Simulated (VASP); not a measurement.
Wanted: the native input for a VASP 6.6.1 run.

```
Task                   : single point
Functional             : LDA
Potentials or basis    : VASP PAW LDA potentials, release 64 (Ca_sv, Se)
Cutoff                 : 520 eV
k mesh                 : 10 × 10 × 10
Occupations            : gaussian, width 0.05 eV
Spin                   : no spin polarisation
Dipole correction      : no
Further INCAR settings : ALGO = Normal; EDIFF = 1e-06; NBANDS = 15
```

The structure of CaSe lies in POSCAR:

```
CaSe
1.0
    0.0000000000      3.0393110843      2.7961661976
    3.0393110843      0.0000000000      2.7961661976
    3.0393110843      3.0393110843      0.0000000000
Ca Se
1 1
Direct
    0.0000000000      0.0000000000      0.0000000000
    0.5000000000      0.5000000000      0.5000000000
```

This cell differs from its parent crystal: ratio of the length along z to the lengths across it x 0.92, volume and fractional coordinates fixed.

One way to write it, as run:

INCAR

```
SYSTEM = CaSe
ALGO = Normal ; EDIFF = 1E-6
ENCUT = 520 ; GGA = CA
ISIF = 2 ; ISMEAR = 0
LASPH = .True. ; LCHARG = .True.
LELF = .True. ; LREAL = .False.
LVHAR = .True. ; LWAVE = .False.
NBANDS = 15 ; NELM = 60
PREC = Accurate ; SIGMA = 0.05
```

KPOINTS

```
k-points
0
Gamma
  10 10 10
  0 0 0
```

Potentials or basis: VASP PAW LDA potentials, release 64 (Ca_sv, Se).

Run with:

```sh
$ cat potpaw_LDA.64/Ca_sv/POTCAR potpaw_LDA.64/Se/POTCAR > POTCAR
$ mpirun -np 1 vasp_std > vasp.out
```

Results of the run:

```yaml
Pressure: -2.0 GPa
Band_gap_on_the_k_mesh: 1.79 eV (least direct gap 2.65 eV)
```

Caveat: the stress differs along the axes, from -5 to 4 GPa.

Run time: 20 s on 1 thread of Intel(R) Xeon(R) 6975P-C (Granite Rapids), on a shared host, peak memory 0.21 GiB.
